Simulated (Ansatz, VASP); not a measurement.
AlAs in VASP and in Ansatz

```xyz
2
Lattice="0.0000 2.8055 2.8055 2.8055 0.0000 2.8055 2.8055 2.8055 0.0000" Properties=species:S:1:pos:R:3 pbc="T T T"
Al    0.0000    0.0000    0.0000
As    1.4028    1.4028    1.4028
```

Alike in both runs: task single point; functional r2SCAN; k mesh 8 × 8 × 8; occupations fermi-dirac, width 0.0272 eV; no spin polarisation.

```csv
,VASP,Ansatz
version,VASP 6.6.1,Ansatz 0.2.0
potentials or method,"VASP PAW PBE potentials, release 64 (Al, As), cutoff 550 eV",PAW plane waves
valence electrons in the cell,8,18
```

Ansatz gave:

```
gap on the k mesh at the Fermi level (eV) : 1.76
pressure (GPa)                            : 2.9
```

Q: Estimate VASP's values.

A: gap on the k mesh at the Fermi level (eV): 1.75; pressure (GPa): 2.9.

VASP's potentials were made for PBE, not for r2SCAN. With one functional, cell and mesh, what is left measures potentials, basis and numerics. VASP's potentials hold 8 valence electrons a cell and Ansatz's 18, so a difference there can come from the potentials and not from the codes.
